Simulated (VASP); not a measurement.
# SrLi8Nb7O23 (a cell with a defect) in VASP: a series of runs, part 2 of 2

VASP 6.6.1. Earlier steps stand in the parts before.

**3. Single point, PBE**

File INCAR:

```
PREC     = Accurate       # precision mode
ENCUT    = 650            # plane-wave cutoff, eV
EDIFF    = 1E-6           # SCF threshold, eV
ISMEAR   = 0              # smearing method
SIGMA    = 0.01           # smearing width, eV
LREAL    = Auto         
LASPH    = T              # aspherical terms in the spheres
NELM     = 120            # most SCF steps
ALGO     = Normal         # electronic algorithm
ISIF     = 2              # what is computed and relaxed
LWAVE    = F              # write WAVECAR
LCHARG   = F              # write CHGCAR
GGA      = PE             # functional
NBANDS   = 156            # bands
NELECT   = 262.0        
GGA_COMPAT= F            
ISYM     = -1
```

File KPOINTS:

```
explicit points
1
Reciprocal
  0.25000000   0.25000000   0.25000000 1
```

File POSCAR:

```
SrLi8Nb7O23
1.0
    2.5949501400      1.4981951600      4.6722232500
   -5.1899002700      2.9963903200      9.3444465000
    0.0000000000     -5.9927806400      9.3444465000
Li Nb O Sr
8 7 23 1
Direct
    0.7125640404      0.3551516686      0.3685496017
    0.1954461445      0.1431771685      0.1256867043
    0.6504729139      0.3757060497      0.9080611978
    0.2519637740      0.1063721075      0.5997234124
    0.7092554818      0.8422425803      0.3865575287
    0.2152420033      0.6049406325      0.1144906298
    0.7719219595      0.8272772457      0.8493303042
    0.1946120631      0.6381463939      0.6016726666
    0.9540442444      0.4975682893      0.5036266399
    0.4935153221      0.2501955609      0.2588603575
    0.9852972551      0.5051270953      1.0086153423
    1.0010345339      1.0143036508      0.4937475873
    0.4858031551      0.7415692755      0.2596251043
    0.9687519703      1.0006112374      1.0259801297
    0.5040441153      0.7517903726      0.7532797691
    0.2821513238      0.3174642013      0.4434342030
    0.6364948605      0.4459506108      0.1372745328
    0.8844109365      0.1459414552      0.3167117181
    0.4317270499      0.0600369362      0.3728236643
    0.8232436372      0.1913226396      0.0655363359
    0.1406577060      0.3883439505      0.2014083289
    0.2959791009      0.3291648322      0.9621014406
    0.5907126608      0.4682825216      0.6048192064
    1.0750567204      0.1628209524      0.7877534828
    0.8518061093      0.1817041901      0.5460835732
    0.0126468959      0.3307923070      0.7380815629
    0.3096921727      0.8288343025      0.4183018260
    0.6100045955      0.9838003001      0.0777704310
    0.8839432144      0.6426639538      0.3110166632
    0.3740177769      0.5707400088      0.3859841267
    0.7665012342      0.7004913435      0.0692813542
    0.1072564858      0.8805029702      0.1988759779
    0.2874649903      0.8567014683      0.9218797513
    0.6698955579      0.9361362227      0.6279480530
    0.8955185587      0.6383461087      0.8204990713
    0.3686903146      0.5846962048      0.9063129559
    0.7940094983      0.6646926919      0.5877303555
    0.1598927617      0.8826787065      0.6890573042
    0.4917188976      0.2257070046      0.7756588789
```

Potentials or basis: VASP PAW PBE potentials, release 64 (Li_sv, Nb_sv, O, Sr_sv).

Launch:

```sh
$ cat potpaw_PBE.64/Li_sv/POTCAR potpaw_PBE.64/Nb_sv/POTCAR potpaw_PBE.64/O/POTCAR potpaw_PBE.64/Sr_sv/POTCAR > POTCAR
$ mpirun -np 1 vasp_std > vasp.out
```

OUTCAR:

```text
PREC = Accurate
   ENCUT = 650
   EDIFF = 1E-6
   ISMEAR = 0
   LREAL = Auto
   LASPH = T
   NELM = 120
   ISIF = 2
   GGA = PE
   NELECT = 262.0
   ISYM = -1

 ion  position               nearest neighbor table
   1  0.713  0.355  0.369-  25 1.99  30 2.08  21 2.12  18 2.24  16 2.25  39 3.53
   2  0.195  0.143  0.126-  18 1.84  28 1.95  22 1.95  20 2.22  39 3.02
   3  0.650  0.376  0.908-  26 1.87  36 1.93  20 1.95  22 1.99  39 3.40  39 3.61
   4  0.252  0.106  0.600-  16 2.02  24 2.05  34 2.07  25 2.20  39 3.27
   5  0.709  0.842  0.387-  19 1.97  37 2.07  32 2.07  27 2.12
   6  0.215  0.605  0.114-  29 1.99  17 2.04  36 2.07  21 2.22
   7  0.772  0.827  0.849-  35 1.96  31 2.01  38 2.03  33 2.20  11 2.79  39 3.50
   8  0.195  0.638  0.602-  23 1.93  35 2.03  27 2.06  37 2.16  39 3.54
   9  0.954  0.498  0.504-  23 1.79  29 1.92  16 1.95  37 2.06  26 2.27  30 2.30  39 3.81
  10  0.494  0.250  0.259-  19 1.87  21 1.88  16 2.04  20 2.05  18 2.09  17 2.15
  11  0.985  0.505  0.009-  22 1.84  17 1.87  35 1.91  31 2.10  21 2.17  36 2.21   7 2.79  39 3.90

  12  0.001  0.014  0.494-  25 1.85  18 1.88  34 1.90  27 2.06  38 2.18  19 2.18  39 3.76
[... 216 lines left out ...]
      1     -51.2866      2.00000
      2     -51.2767      2.00000
      3     -51.2396      2.00000
      4     -51.1800      2.00000
      5     -51.1189      2.00000
      6     -50.9391      2.00000
[... 135 lines left out ...]
    142       7.6555      0.00000
    143       7.7099      0.00000
 [bands above 143 left out]

------------------------ aborting loop because EDIFF is reached ----------------------------------------

  FORCE on cell =-STRESS in cart. coord.  units (eV):
  Direction    XX          YY          ZZ          XY          YZ          ZX
  --------------------------------------------------------------------------------------
  -------------------------------------------------------------------------------------
  Total       -4.7097807      0.8924497     -3.1811810      0.5646875     -2.0252488      0.6923225
  in kB      -17.3092812      3.2799112    -11.6914055      2.0753271     -7.4431494      2.5444082
  external PRESSURE =      -8.5735918 kB  Pullay stress =       0.0000000 kB

 VOLUME and BASIS-vectors are now :
 -----------------------------------------------------------------------------
  energy-cutoff  :      650.00
  volume of cell :      435.95
      direct lattice vectors                 reciprocal lattice vectors
     2.594950140  1.498195160  4.672223250     0.192681930  0.111244964  0.071343623
    -5.189900270  2.996390320  9.344446500    -0.096340965  0.055622482  0.035671811
     0.000000000 -5.992780640  9.344446500     0.000000000 -0.111244964  0.035671811

 POSITION                                       TOTAL-FORCE (eV/Angst)
 -----------------------------------------------------------------------------------
      0.00587     -0.07690     10.09185        -0.004537      0.003482      0.002020
     -0.23590     -0.03138      3.42555         0.002818      0.020208     -0.008834
     -0.26193     -3.34151     15.03525        -0.008011     -0.016471      0.002445
      0.10177     -2.89779      7.77530         0.002495     -0.002227      0.001030
     -2.53067      1.26974     14.79626        -0.002288      0.001085     -0.003838
     -2.58104      1.44900      7.72835         0.003796      0.000405     -0.011800
[... 31 lines left out ...]
     -4.16610     -1.24497     15.43406         0.002807      0.014006     -0.007129
      0.10459     -3.23536     11.65463         0.030253     -0.053850      0.008705
 -----------------------------------------------------------------------------------
    total drift:                                0.008243     -0.002032     -0.006219

  FREE ENERGIE OF THE ION-ELECTRON SYSTEM (eV)
  ---------------------------------------------------
  free  energy   TOTEN  =      -304.6251436116 eV

  energy  without entropy=     -304.6251436116  energy(sigma->0) =     -304.62514361
```

OSZICAR:

```text
N       E                     dE             d eps       ncg     rms          rms(c)
DAV:   1     0.360928660042E+04    0.36093E+04   -0.15431E+05   312   0.207E+03
DAV:   2     0.101534086372E+03   -0.35078E+04   -0.33709E+04   360   0.695E+02
DAV:   3    -0.335526828252E+03   -0.43706E+03   -0.43253E+03   464   0.219E+02
DAV:   4    -0.367642282761E+03   -0.32115E+02   -0.32037E+02   560   0.567E+01
DAV:   5    -0.370853364863E+03   -0.32111E+01   -0.32092E+01   536   0.118E+01    0.555E+01
DAV:   6    -0.304360934177E+03    0.66492E+02   -0.35674E+02   432   0.582E+01    0.254E+01
DAV:   7    -0.304458627990E+03   -0.97694E-01   -0.38225E+01   496   0.199E+01    0.137E+01
DAV:   8    -0.304662005521E+03   -0.20338E+00   -0.49130E+00   504   0.735E+00    0.420E+00
DAV:   9    -0.304610681973E+03    0.51324E-01   -0.11864E+00   464   0.403E+00    0.191E+00
DAV:  10    -0.304620770277E+03   -0.10088E-01   -0.16360E-01   424   0.161E+00    0.632E-01
DAV:  11    -0.304623205155E+03   -0.24349E-02   -0.35284E-02   496   0.683E-01    0.311E-01
DAV:  12    -0.304624604742E+03   -0.13996E-02   -0.55134E-03   448   0.252E-01    0.160E-01
DAV:  13    -0.304624984941E+03   -0.38020E-03   -0.10554E-03   432   0.113E-01    0.827E-02
DAV:  14    -0.304625128992E+03   -0.14405E-03   -0.37321E-04   416   0.632E-02    0.266E-02
DAV:  15    -0.304625139829E+03   -0.10836E-04   -0.81932E-05   512   0.330E-02    0.149E-02
DAV:  16    -0.304625143038E+03   -0.32095E-05   -0.16117E-05   360   0.123E-02    0.738E-03
DAV:  17    -0.304625143612E+03   -0.57351E-06   -0.27722E-06   264   0.759E-03
   1 F= -.30462514E+03 E0= -.30462514E+03  d E =-.399879E-70
```

stdout:

```text
POSCAR found type information on POSCAR LiNbO Sr
 POSCAR found :  4 types and      39 ions
 scaLAPACK will be used
 LDA part: xc-table for (Slater+PW92), standard interpolation
 POSCAR, INCAR and KPOINTS ok, starting setup
 FFT: planning ... GRIDC
 FFT: planning ... GRID_SOFT
 FFT: planning ... GRID
 WAVECAR not read
 entering main loop
 the old and the new charge density differ
 old charge density:   263.00000 new  262.00000
    0.555E+01
```

Run time: 7.6 min. Hardware: 1 thread of Intel Xeon Platinum 8375C at 2.90GHz (Ice Lake), shared host; peak memory 0.89 GiB.

What came out:

```
Free energy   : -304.6251 eV
Largest force : 0.172 eV/Å
```

Forces on the atoms (eV/Å):
```
Li  -0.005  0.003  0.002
Li   0.003  0.020 -0.009
Li  -0.008 -0.016  0.002
Li   0.002 -0.002  0.001
Li  -0.002  0.001 -0.004
Li   0.004  0.000 -0.012
Li  -0.009  0.002  0.003
Li  -0.009 -0.003 -0.003
Nb   0.030  0.033  0.057
Nb   0.006  0.023  0.037
Nb   0.002 -0.001  0.041
Nb   0.030  0.025  0.006
Nb  -0.035  0.034  0.019
Nb   0.007  0.014  0.029
Nb   0.011  0.006  0.019
O   -0.010  0.010 -0.012
O    0.010 -0.010 -0.014
O   -0.017 -0.037 -0.006
O   -0.015 -0.006 -0.010
O    0.004 -0.022 -0.005
O    0.011  0.005 -0.007
O   -0.033 -0.022  0.038
O   -0.020  0.008 -0.004
O    0.109 -0.086 -0.096
O    0.030  0.049 -0.024
O   -0.134  0.099  0.043
O   -0.004  0.002 -0.006
O    0.008 -0.023 -0.011
O   -0.003 -0.016 -0.001
O    0.003 -0.022 -0.018
O    0.012 -0.009 -0.006
O    0.014  0.005 -0.002
O   -0.005  0.006 -0.005
O    0.002 -0.017 -0.011
O   -0.005 -0.010 -0.014
O   -0.020  0.007 -0.005
O    0.001 -0.009 -0.013
O    0.003  0.014 -0.007
Sr   0.030 -0.054  0.009
```

Caveat: the cell carries a net charge on a neutralising background, which shifts energy and pressure; the cell is charged against a uniform background, so pressure and absolute levels hang on convention.

**4. Single point, PBE, collinear spin**

File INCAR:

```
SYSTEM = SrLi8Nb7O23
ALGO = Normal ; EDIFF = 1E-6
ENCUT = 650 ; GGA = PE
GGA_COMPAT = .False. ; ISIF = 2
ISMEAR = 0 ; ISPIN = 2
ISYM = -1 ; LASPH = .True.
LCHARG = .False. ; LMAXMIX = 4
LORBIT = 11 ; LREAL = Auto
LWAVE = .False. ; MAGMOM = 0 0 0 0 0 0 0 0 -0.01 0 0 0 0 0 0 0.02 0 0 0 0.01 0 0 0 0.07 0.01 0.56 0 0 0 0 0 0 0.01 0.01 0 0 0.27 0.02 0.01
NBANDS = 160 ; NELM = 200
NUPDOWN = 1.0 ; PREC = Accurate
SIGMA = 0.01
```

KPOINTS is that of step 3.

File POSCAR:

```
SrLi8Nb7O23
1.0
    2.5949501352      1.4981951591      4.6722232478
   -5.1899002704      2.9963903182      9.3444464955
    0.0000000000     -5.9927806363      9.3444464955
Li Nb O Sr
8 7 23 1
Direct
    0.7128731884      0.3547215312      0.3669819340
    0.1821258183      0.1241523190      0.1324723000
    0.6903968609      0.3602156043      0.8751206057
    0.2300246772      0.1084119905      0.6121352428
    0.7156269746      0.8477817217      0.3749698452
    0.2140216938      0.6080592884      0.1139492567
    0.7880223879      0.8189469320      0.8507299342
    0.2022772209      0.6171720898      0.6028395679
    0.9689972390      0.4990825201      0.4980351645
    0.5018402273      0.2458630718      0.2529311486
    0.9927648652      0.4960653495      1.0124571429
    0.9950746826      1.0100172862      0.5018935282
    0.4914649328      0.7477170490      0.2545124123
    0.9776889051      0.9914884180      1.0159961712
    0.5034784979      0.7448339085      0.7617374968
    0.2782159054      0.3169636048      0.4492085900
    0.6350872444      0.4428322921      0.1438969492
    0.8744873840      0.1402182620      0.3246370703
    0.4247546866      0.0590473266      0.3760597061
    0.8043528743      0.1940438432      0.0690554478
    0.1340687073      0.3885638115      0.2052441656
    0.2882444227      0.3172400659      0.9680278707
    0.6106559214      0.4608984097      0.6116348919
    1.0479912813      0.1393276148      0.8137512193
    0.8506637947      0.1826891607      0.5468408142
    0.0276775571      0.4331485307      0.6910360310
    0.2947313093      0.8294718545      0.4241867701
    0.6058959862      0.9760207378      0.0836163557
    0.8792068560      0.6593971946      0.3067230484
    0.3808484160      0.5757168327      0.3790682164
    0.7802818611      0.6948264578      0.0693352437
    0.1271048341      0.8948949305      0.1872312476
    0.2856543854      0.8187855144      0.9481361235
    0.6548963523      0.9379701589      0.6483993813
    0.9003933955      0.6329372628      0.8237273590
    0.3864240251      0.5709891197      0.8982710745
    0.7809977744      0.6919615505      0.5741747944
    0.1572109151      0.8835670603      0.6968342434
    0.4602247583      0.2305845076      0.7712780246
```

Launch:

```sh
$ cat potpaw_PBE.64/Li_sv/POTCAR potpaw_PBE.64/Nb_sv/POTCAR potpaw_PBE.64/O/POTCAR potpaw_PBE.64/Sr_sv/POTCAR > POTCAR
$ mpirun -np 1 vasp_std > vasp.out
```

It took 16 min on 1 thread of Intel Xeon Platinum 8375C at 2.90GHz (Ice Lake), shared host; peak memory 1.3 GiB.

Results (log left out):

```yaml
Free_energy: -300.4362 eV
Pressure: 2.3 GPa
Largest_force: 0.074 eV/Å
Net_moment: 1.00 μB per cell
Site_moments: Li -0.00, +0.00 (each value once); Nb -0.02, -0.00, +0.00, -0.01 (each value once); O +0.02, +0.00, +0.01, +0.06, +0.49, -0.00, +0.23 (each value once); Sr +0.01 μB
Valence_electrons_inside_the_program's_atomic_spheres: Li 2.06, 2.08, 2.07 (each value once); Nb 10.52, 10.43, 10.48, 10.47, 10.45, 10.61 (each value once); O 5.06, 5.07, 5.10, 5.05, 5.01, 5.08, 4.95 (each value once); Sr 8.07
```

Forces in eV/Å, atoms in the order of the input:
```
Li  -0.002  0.002  0.002
Li   0.002  0.019 -0.001
Li  -0.004 -0.004 -0.006
Li  -0.006 -0.002 -0.005
Li   0.001  0.004 -0.008
Li   0.004  0.004 -0.001
Li  -0.012 -0.003  0.002
Li  -0.003 -0.009 -0.009
Nb   0.017  0.058  0.012
Nb  -0.006 -0.020  0.037
Nb  -0.006  0.001  0.020
Nb   0.007 -0.002 -0.004
Nb  -0.024  0.019  0.025
Nb   0.015 -0.013  0.038
Nb  -0.010  0.006  0.038
O   -0.009  0.012 -0.010
O    0.008  0.011 -0.004
O   -0.012 -0.021 -0.002
O   -0.012 -0.001  0.002
O    0.007  0.000 -0.020
O    0.013  0.010 -0.005
O   -0.022 -0.026  0.034
O   -0.020  0.010  0.018
O   -0.004  0.005 -0.006
O    0.047  0.050 -0.024
O   -0.054  0.025 -0.003
O   -0.007  0.003 -0.010
O    0.012 -0.022 -0.011
O    0.005 -0.024 -0.002
O   -0.003 -0.015 -0.016
O    0.001 -0.016  0.004
O    0.008  0.005 -0.016
O   -0.008  0.011 -0.012
O    0.012  0.003 -0.006
O   -0.003 -0.011 -0.013
O   -0.008 -0.010 -0.011
O    0.021 -0.012 -0.007
O    0.015  0.013  0.001
Sr   0.039 -0.058 -0.023
```

Stress tensor (GPa, compression positive):
```
 2.03  0.53 -0.26
 0.53  2.72  0.42
-0.26  0.42  2.28
```

Caveat: the total moment is fixed, so each spin has its own Fermi level and the state may be an excited one.

**5. Single point, PBE, collinear spin**

File INCAR:

```
SYSTEM = SrLi8Nb7O23
PREC = Accurate
ENCUT = 650
EDIFF = 1E-6
ISMEAR = 0
SIGMA = 0.01
LREAL = Auto
LASPH = .TRUE.
NELM = 200
ALGO = Normal
ISIF = 2
LWAVE = .FALSE.
LCHARG = .TRUE.
ISPIN = 2
MAGMOM = 0 0 0 0 0 0 0 0 -0.01 0 0 0 0 0 0 0.02 0 0 0 0.01 0 0 0 0.07 0.01 0.56 0 0 0 0 0 0 0.01 0.01 0 0 0.27 0.02 0
LORBIT = 11
NUPDOWN = 1.0
LMAXMIX = 4
GGA = PE
LELF = .TRUE.
LVHAR = .TRUE.
NBANDS = 160
GGA_COMPAT = .FALSE.
ISYM = -1
```

KPOINTS is that of step 4.

Edit POSCAR of step 4 so:

```diff
@@ -2,5 +2,5 @@
 1.0
-    2.5949501352      1.4981951591      4.6722232478
-   -5.1899002704      2.9963903182      9.3444464955
-    0.0000000000     -5.9927806363      9.3444464955
+    2.5949501400      1.4981951600      4.6722232500
+   -5.1899002700      2.9963903200      9.3444465000
+    0.0000000000     -5.9927806400      9.3444465000
 Li Nb O Sr
```

Launch:

```sh
$ cat potpaw_PBE.64/Li_sv/POTCAR potpaw_PBE.64/Nb_sv/POTCAR potpaw_PBE.64/O/POTCAR potpaw_PBE.64/Sr_sv/POTCAR > POTCAR
$ mpirun -np 1 vasp_std > vasp.out
```

Wall time 16 min (1 thread of Intel Xeon Platinum 8375C at 2.90GHz (Ice Lake), shared host); peak memory 1.3 GiB.

It converged, with:

| Item | Value |
| --- | --- |
| Free energy | -300.4362 eV |
| Pressure | 2.3 GPa |
| Largest force | 0.074 eV/Å |
| Net moment | 1.00 μB per cell |
| Site moments | Li -0.00, +0.00 (each value once); Nb -0.02, -0.00, +0.00, -0.01 (each value once); O +0.02, +0.00, +0.01, +0.06, +0.49, -0.00, +0.23 (each value once); Sr +0.01 μB |
| Valence electrons inside the program's atomic spheres | Li 2.06, 2.08, 2.07 (each value once); Nb 10.52, 10.43, 10.48, 10.47, 10.45, 10.61 (each value once); O 5.06, 5.07, 5.10, 5.05, 5.01, 5.08, 4.95 (each value once); Sr 8.07 |

Forces on the atoms (eV/Å):
```
Li  -0.002  0.002  0.002
Li   0.002  0.019 -0.001
Li  -0.004 -0.004 -0.006
Li  -0.006 -0.002 -0.005
Li   0.001  0.004 -0.008
Li   0.004  0.004 -0.001
Li  -0.012 -0.003  0.002
Li  -0.003 -0.009 -0.009
Nb   0.017  0.058  0.012
Nb  -0.006 -0.020  0.037
Nb  -0.006  0.001  0.020
Nb   0.007 -0.002 -0.004
Nb  -0.024  0.019  0.025
Nb   0.015 -0.013  0.038
Nb  -0.010  0.006  0.038
O   -0.009  0.012 -0.010
O    0.008  0.011 -0.004
O   -0.012 -0.021 -0.002
O   -0.012 -0.001  0.002
O    0.007  0.000 -0.020
O    0.013  0.010 -0.005
O   -0.022 -0.026  0.034
O   -0.020  0.010  0.018
O   -0.004  0.005 -0.006
O    0.047  0.050 -0.024
O   -0.054  0.025 -0.003
O   -0.007  0.003 -0.010
O    0.012 -0.022 -0.011
O    0.005 -0.024 -0.002
O   -0.003 -0.015 -0.016
O    0.001 -0.016  0.004
O    0.008  0.005 -0.016
O   -0.008  0.011 -0.012
O    0.012  0.003 -0.006
O   -0.003 -0.011 -0.013
O   -0.008 -0.010 -0.011
O    0.021 -0.012 -0.007
O    0.015  0.013  0.001
Sr   0.039 -0.058 -0.023
```

Stress tensor (GPa, compression positive):
```
 2.03  0.53 -0.26
 0.53  2.72  0.42
-0.26  0.42  2.28
```

Caveat: the total moment is fixed, so each spin has its own Fermi level and the state may be an excited one.
